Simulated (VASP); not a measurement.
# CaMg3: relaxation of cell and atoms with LDA

Crystal: CaMg3.

```
Ca Mg
1.0
    -2.64620    2.64620    3.73441
     2.64620   -2.64620    3.73441
     2.64620    2.64620   -3.73441
Ca Mg
1 3
Direct
  0.00000 0.00000 0.00000
  0.50000 0.50000 0.00000
  0.25000 0.75000 0.50000
  0.75000 0.25000 0.50000
```

```yaml
Program: VASP 6.6.1
Task: relaxation of cell and atoms
Functional: LDA
Potentials_or_basis: VASP PAW LDA potentials, release 64 (Ca_sv, Mg)
Cutoff: 600 eV
k_mesh: 12 × 12 × 12
Occupations: gaussian, width 0.1 eV
Spin: no spin polarisation
Dipole_correction: no
Further_INCAR_settings: ALGO = Fast; EDIFF = 1e-06; IBRION = 2; EDIFFG = -0.005; NSW = 70; ISIF = 3
```

```
Relaxed volume                        : 24.06 Å³/atom
Relaxed cell                          : a = 5.142 Å, b = 5.142 Å, c = 5.142 Å, α = 119.94°, β = 119.94°, γ = 90.11°
Space group after relaxing (to 0.1 Å) : Fm-3m (No. 225)
Energy gained by relaxing             : 17.4 meV/atom
Ionic steps                           : 3
Pressure after relaxing               : 0.0 GPa
Band gap on the k mesh                : zero (bands 8 and 9 overlap by 1.18 eV)
```

Step by step:
| step | energy change (eV) | largest force (eV/Å) | pressure (GPa) | volume (Å³) |
| --- | --- | --- | --- | --- |
| 1 | 0.0000 | 0.0000 | -2.49 | 104.60 |
| 2 | -0.0636 | 0.0000 | -0.81 | 98.55 |
| 3 | -0.0695 | 0.0000 | 0.01 | 96.23 |

Final structure:
```
Ca Mg
1.0
    -2.57340    2.57340    3.63264
     2.57340   -2.57340    3.63264
     2.57340    2.57340   -3.63264
Ca Mg
1 3
Direct
  0.00000 0.00000 0.00000
  0.50000 0.50000 0.00000
  0.25000 0.75000 0.50000
  0.75000 0.25000 0.50000
```

Levels at points of the mesh, in eV from the Fermi level:
| k point | band 6 | band 7 | band 8 | band 9 | band 10 | band 11 |
| --- | --- | --- | --- | --- | --- | --- |
| (0.00, 0.00, 0.00) | 0.14 | 0.14 | 0.14 | 1.87 | 1.88 | 2.06 |
| (0.50, 0.00, 0.00) | -3.94 | -0.17 | -0.16 | 1.62 | 1.63 | 1.65 |
| (0.50, 0.50, 0.00) | -3.39 | -1.56 | -0.70 | -0.70 | 0.43 | 2.74 |
| (0.50, 0.50, 0.50) | -3.38 | -1.57 | -0.71 | -0.71 | 0.42 | 2.74 |

Run time: 9.3 min on 1 thread of Intel(R) Xeon(R) 6975P-C (Granite Rapids), on a shared host, peak memory 0.45 GiB.
